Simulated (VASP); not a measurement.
# LiH (Fm-3m) in VASP: further runs, part 2 of 2

VASP 6.6.1. Earlier steps stand in the parts before.

## Step 3: Electric field gradients, LDA (volume scaled by 0.96)

Contents of INCAR:

```
PREC = Accurate ; ENCUT = 520
EDIFF = 1E-8 ; ISMEAR = -1
SIGMA = 0.03 ; LREAL = F
LASPH = T ; NELM = 100
ALGO = Normal ; ISIF = 2
LWAVE = F ; LCHARG = F
LEFG = T ; NBANDS = 9
```

Contents of KPOINTS:

```
regular mesh
0
Gamma
  11 11 11
```

Contents of POSCAR:

```
LiH
1.0
    0.0000000000      2.0050304164      2.0050304164
    2.0050304164      0.0000000000      2.0050304164
    2.0050304164      2.0050304164      0.0000000000
Li H
1 1
Direct
    0.0000000000      0.0000000000      0.0000000000
    0.5000000000      0.5000000000      0.5000000000
```

Potentials or basis: VASP PAW LDA potentials, release 64 (Li_sv, H).

On the command line:

```bash
$ cat potpaw_LDA.64/Li_sv/POTCAR potpaw_LDA.64/H/POTCAR > POTCAR
$ mpirun -np 1 vasp_std > vasp.out
```

OUTCAR:

```text
PREC = Accurate
   ENCUT = 520
   EDIFF = 1E-8
   ISMEAR = -1
   LREAL = F
   LASPH = T
   NELM = 100
   ISIF = 2

 ion  position               nearest neighbor table
   1  0.000  0.000  0.000-
   2  0.500  0.500  0.500-

  LATTYP: Found a face centered cubic cell.
 ALAT       =     4.0100608328

  Lattice vectors:

 A1 = (   0.0000000000,   2.0050304164,   2.0050304164)
 A2 = (   2.0050304164,   0.0000000000,   2.0050304164)
 A3 = (   2.0050304164,   2.0050304164,   0.0000000000)

Analysis of symmetry for initial positions (statically):
=====================================================================
 Subroutine PRICEL returns:
 Original cell was already a primitive cell.

 Routine SETGRP: Setting up the symmetry group for a
 face centered cubic supercell.

 Subroutine GETGRP returns: Found 48 space group operations
 (whereof 48 operations were pure point group operations)
 out of a pool of 48 trial point group operations.

The static configuration has the point symmetry O_h .

Analysis of symmetry for dynamics (positions and initial velocities):
=====================================================================
 Subroutine PRICEL returns:
 Original cell was already a primitive cell.

 Routine SETGRP: Setting up the symmetry group for a
 face centered cubic supercell.

 Subroutine GETGRP returns: Found 48 space group operations
 (whereof 48 operations were pure point group operations)
 out of a pool of 48 trial point group operations.

The dynamic configuration has the point symmetry O_h .

 Subroutine INISYM returns: Found 48 space group operations
 (whereof 48 operations are pure point group operations),
 and found     1 'primitive' translations

----------------------------------------------------------------------------------------

                                     Primitive cell

  volume of cell :      16.1210

  direct lattice vectors                    reciprocal lattice vectors
     0.000000000  2.005030416  2.005030416    -0.249372776  0.249372776  0.249372776
     2.005030416  0.000000000  2.005030416     0.249372776 -0.249372776  0.249372776
     2.005030416  2.005030416  0.000000000     0.249372776  0.249372776 -0.249372776

  length of vectors
     2.835541208  2.835541208  2.835541208     0.431926317  0.431926317  0.431926317

  position of ions in fractional coordinates (direct lattice)
     0.000000000  0.000000000  0.000000000
     0.500000000  0.500000000  0.500000000

  ion indices of the primitive-cell ions
   primitive index   ion index
                 1           1
                 2           2

----------------------------------------------------------------------------------------

 KPOINTS: regular mesh

Automatic generation of k-mesh.
 Grid dimensions read from file:
 generate k-points for:   11   11   11

[... 73 lines left out ...]
   PSTRESS=    0.0 pullay stress
   NELECT =       4.0000    total number of electrons
   NUPDOWN=      -1.0000    fix difference up-down
   EMIN   =  10.00;   EMAX   =-10.00  energy-range for DOS
   EFERMI =   0.00;   METHOD = LEGACY
   ISMEAR =    -1;   SIGMA  =   0.03  broadening in eV -4-tet -1-fermi 0-gaus
   EFERMI_NEDOS =   21; number of points for ismear=-14 and -15
   IALGO  =     38    algorithm
   IMIX   =      4    mixing-type and parameters
     AMIX     =   0.40;   BMIX     =  1.00
     AMIX_MAG =   1.60;   BMIX_MAG =  1.00
  volume/ion in A,a.u.               =       8.06        54.40
  Fermi-wavevector in a.u.,A,eV,Ry     =   1.028720  1.943999 14.398568  1.058265
  Thomas-Fermi vector in A             =   2.162731
   LORBIT       =      0    0 simple, 1 ext, 2 COOP (PROOUT), +10 PAW based schemes
   GGA     = CA    functional components
   LHFCALC =     F    Hartree Fock is set to
   AEXX    =    0.0000 exact exchange contribution
   IVDW    =     0    specifies the selected vdW correction
   LEPSILON=     F    determine dielectric tensor
   LRPA    =     F    only Hartree local field effects (RPA)
 non-spin polarized calculation
  energy-cutoff  :      520.00
  volume of cell :       16.12
 maximum number of plane-waves:       444
 NGX is ok and might be reduce to    24
   NGX = 11   NGY = 11   NGZ = 11

 number of electron       3.9999995 magnetization

 Free energy of the ion-electron system (eV)
  ---------------------------------------------------
  ext. energy  EPLUGINS =         0.00000000
  ---------------------------------------------------
  free energy    TOTEN  =        -6.48587857 eV

  energy without entropy =       -6.48587857  energy(sigma->0) =       -6.48587857

 E-fermi :   0.9205     XC(G=0):  -8.8028

 val. band max:        0.1509441291   @ k =  -0.4545   0.4545   0.0000
 cond. band min:       2.9591953924   @ k =  -0.4545   0.4545   0.0000
 fundamental gap:      2.8082512634
 Fermi energy:         0.9205096673

 k-point     1 :       0.0000    0.0000    0.0000
  band No.  band energies     occupation
      1     -43.2677      2.00000
      2      -5.3526      2.00000
      3      16.3147      0.00000
      4      17.5907      0.00000
      5      17.5907      0.00000
      6      17.5907      0.00000
      7      22.4228      0.00000
      8      22.4228      0.00000
      9      22.4228      0.00000
[... 265 lines left out ...]
 k-point    24 :      -0.1818    0.1818    0.0000
  band No.  band energies     occupation
      1     -43.2332      2.00000
      2      -3.8413      2.00000
      3      10.1350      0.00000
      4      10.2850      0.00000
      5      16.0139      0.00000
      6      17.2974      0.00000
      7      21.4180      0.00000
      8      23.2274      0.00000
      9      24.8919      0.00000

 [... further k-points ...]

------------------------ aborting loop because EDIFF is reached ----------------------------------------

  FORCE on cell =-STRESS in cart. coord.  units (eV):
  Direction    XX          YY          ZZ          XY          YZ          ZX
  --------------------------------------------------------------------------------------
  -------------------------------------------------------------------------------------
  Total       -0.2956909     -0.2956909     -0.2956909     -0.0000000      0.0000000     -0.0000000
  in kB      -29.3870245    -29.3870245    -29.3870245     -0.0000000      0.0000000     -0.0000000
  external PRESSURE =     -29.3870245 kB  Pullay stress =       0.0000000 kB

 VOLUME and BASIS-vectors are now :
 -----------------------------------------------------------------------------
  energy-cutoff  :      520.00
  volume of cell :       16.12
      direct lattice vectors                 reciprocal lattice vectors
     0.000000000  2.005030416  2.005030416    -0.249372776  0.249372776  0.249372776
     2.005030416  0.000000000  2.005030416     0.249372776 -0.249372776  0.249372776
     2.005030416  2.005030416  0.000000000     0.249372776  0.249372776 -0.249372776

 POSITION                                       TOTAL-FORCE (eV/Angst)
 -----------------------------------------------------------------------------------
      0.00000      0.00000      0.00000        -0.000000      0.000000     -0.000000
      2.00503      2.00503      2.00503         0.000000     -0.000000      0.000000
 -----------------------------------------------------------------------------------
    total drift:                                0.000000     -0.000000     -0.000000

  FREE ENERGIE OF THE ION-ELECTRON SYSTEM (eV)
  ---------------------------------------------------
  free  energy   TOTEN  =        -6.4858785658 eV

  energy  without entropy=       -6.4858785658  energy(sigma->0) =       -6.48587857

 Electric field gradients (V/A^2)
---------------------------------------------------------------------
 ion       V_xx      V_yy      V_zz      V_xy      V_xz      V_yz
---------------------------------------------------------------------
   1      -0.000    -0.000     0.000    -0.001    -0.001    -0.001
   2      -0.000    -0.000    -0.000     0.001     0.001     0.001
---------------------------------------------------------------------

 Electric field gradients after diagonalization (V/A^2)
 (convention: |V_zz| > |V_xx| > |V_yy|)
----------------------------------------------------------------------
 ion       V_xx      V_yy      V_zz     asymmetry (V_yy - V_xx)/ V_zz
----------------------------------------------------------------------
   1       0.001     0.001    -0.001       0.000
   2      -0.001    -0.001     0.001       0.000
----------------------------------------------------------------------

           NMR quadrupolar parameters

 Cq : quadrupolar parameter    Cq=e*Q*V_zz/h
 eta: asymmetry parameters     (V_yy - V_xx)/ V_zz
 Q  : nuclear electric quadrupole moment in mb (millibarn)
----------------------------------------------------------------------
 ion       Cq(MHz)       eta       Q (mb)
----------------------------------------------------------------------
   1      -0.000       0.000       1.000
   2       0.000       0.000       1.000
----------------------------------------------------------------------
```

OSZICAR:

```text
N       E                     dE             d eps       ncg     rms          rms(c)
DAV:   1    -0.201995111395E+01   -0.20200E+01   -0.14280E+03  1016   0.384E+02
DAV:   2    -0.667733365639E+01   -0.46574E+01   -0.46280E+01  1447   0.557E+01
DAV:   3    -0.673923787899E+01   -0.61904E-01   -0.61865E-01  1222   0.545E+00
DAV:   4    -0.673956116783E+01   -0.32329E-03   -0.32323E-03  1414   0.330E-01
DAV:   5    -0.673956269519E+01   -0.15274E-05   -0.15274E-05  1243   0.156E-02    0.280E+00
DAV:   6    -0.654870241069E+01    0.19086E+00   -0.16888E-01  1125   0.118E+00    0.137E+00
DAV:   7    -0.648517449198E+01    0.63528E-01   -0.19794E-01  1230   0.141E+00    0.201E-01
DAV:   8    -0.648594236302E+01   -0.76787E-03   -0.36895E-03  1145   0.418E-01    0.464E-02
DAV:   9    -0.648587837557E+01    0.63987E-04   -0.21367E-04  1293   0.538E-02    0.545E-03
DAV:  10    -0.648587849328E+01   -0.11771E-06   -0.53918E-06  1187   0.173E-02    0.334E-03
DAV:  11    -0.648587855659E+01   -0.63309E-07   -0.90767E-08  1386   0.149E-03    0.421E-04
DAV:  12    -0.648587856741E+01   -0.10818E-07   -0.32994E-09   988   0.501E-04    0.563E-04
DAV:  13    -0.648587856583E+01    0.15793E-08   -0.44007E-09   659   0.252E-04
   1 F= -.64858786E+01 E0= -.64858786E+01  d E =-.105048E-12
```

stdout:

```text
POSCAR found type information on POSCAR LiH
 POSCAR found :  2 types and       2 ions
 scaLAPACK will be used
 LDA part: xc-table for (Slater(with rela. corr.)+CA(PZ))
 , standard interpolation
 POSCAR, INCAR and KPOINTS ok, starting setup
 FFT: planning ... GRIDC
 FFT: planning ... GRID_SOFT
 FFT: planning ... GRID
 WAVECAR not read
 entering main loop
ion   1

ion   2
```

Run time: 5.7 s. Hardware: 1 thread of Intel Xeon Platinum 8375C at 2.90GHz (Ice Lake), shared host; peak memory 0.12 GiB.

What came out:

- Free energy: -6.4859 eV
- Band gap on the k mesh: 2.81 eV, direct

Levels at points of the mesh, in eV from the valence-band top:
```
           k point  band 1  band 2  band 3  band 4  band 5  band 6
(0.00, 0.00, 0.00)  -43.42   -5.50   16.16   17.44   17.44   17.44
```

Caveat: the cutoff is under 1.25 times the usual one of these potentials, so pressure, stress and relaxed cells hold a basis-set (Pulay) error; without QUAD_EFG the Cq values of the log hold for a quadrupole moment of 1 mb, not for the nuclei. A k mesh can miss the band edges.
